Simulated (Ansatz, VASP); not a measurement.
**One calculation of GaN, two programs**

Contents of POSCAR:

```
GaN
1.0
    0.0000000000      2.2976981147      2.2976981147
    2.2976981147      0.0000000000      2.2976981147
    2.2976981147      2.2976981147      0.0000000000
Ga N
1 1
Direct
    0.0000000000      0.0000000000      0.0000000000
    0.2500000000      0.2500000000      0.2500000000
```

INCAR.step1

```
PREC = Accurate
ENCUT = 520
ISMEAR = -1
SIGMA = 0.05
LREAL = F
LASPH = T
NELM = 80
NBANDS = 16
GGA = PE
ALGO = Normal
EDIFF = 1E-4
LWAVE = T
LCHARG = F
```

The input INCAR.step2:

```
PREC = Accurate
ENCUT = 520
EDIFF = 1E-7
ISMEAR = -1
SIGMA = 0.05
LREAL = F
LASPH = T
NELM = 80
ALGO = Normal
ISIF = 2
LWAVE = F
LCHARG = F
METAGGA = R2SCAN
LMIXTAU = T
LUSE_VDW = T
IVDW_NL = 2
BPARAM = 11.95
CPARAM = 0.0093
NBANDS = 16
ISTART = 1
```

File KPOINTS:

```
Automatic mesh
0
Gamma
  10 10 10
```

input.yaml

```yaml
crystal:
  lattice:
    - [0.0, 2.2976981147, 2.2976981147]
    - [2.2976981147, 0.0, 2.2976981147]
    - [2.2976981147, 2.2976981147, 0.0]
  atoms:
    - { symbol: Ga, position: [0.0, 0.0, 0.0] }
    - { symbol: "N", position: [0.25, 0.25, 0.25] }
hamiltonian:
  xc: r2scan
  pseudopotentials: { kind: paw }
  dispersion: rvv10
kpoints:
  mp_grid: { grid: [10, 10, 10] }
scf:
  occupations: { method: fermi_dirac, width: 0.05 }
output:
  forces: true
  stress: true
  eigenvalues: true
```

Alike in both runs: task single point; functional r2SCAN; dispersion rVV10; k mesh 10 × 10 × 10; occupations fermi-dirac, width 0.05 eV; no spin polarisation.

|  | VASP | Ansatz |
| --- | --- | --- |
| version | VASP 6.6.1 | Ansatz 0.2.0 |
| potentials or method | VASP PAW PBE potentials, release 64 (Ga_d, N) | Ansatz PAW |
| plane-wave cutoff (eV) | 520 | 500 |
| valence electrons in the cell | 18 | 18 |

Ansatz gave:

| Quantity | Value |
| --- | --- |
| gap on the k mesh at the Fermi level (eV) | 1.70 |
| least direct gap on the mesh (eV) | 1.70 |
| pressure (GPa) | -12.1 |

Task: What did VASP give for the same quantities?

Result: gap on the k mesh at the Fermi level (eV): 1.70; least direct gap on the mesh (eV): 1.70; pressure (GPa): -11.3.

VASP's potentials were made for PBE, not for r2SCAN.
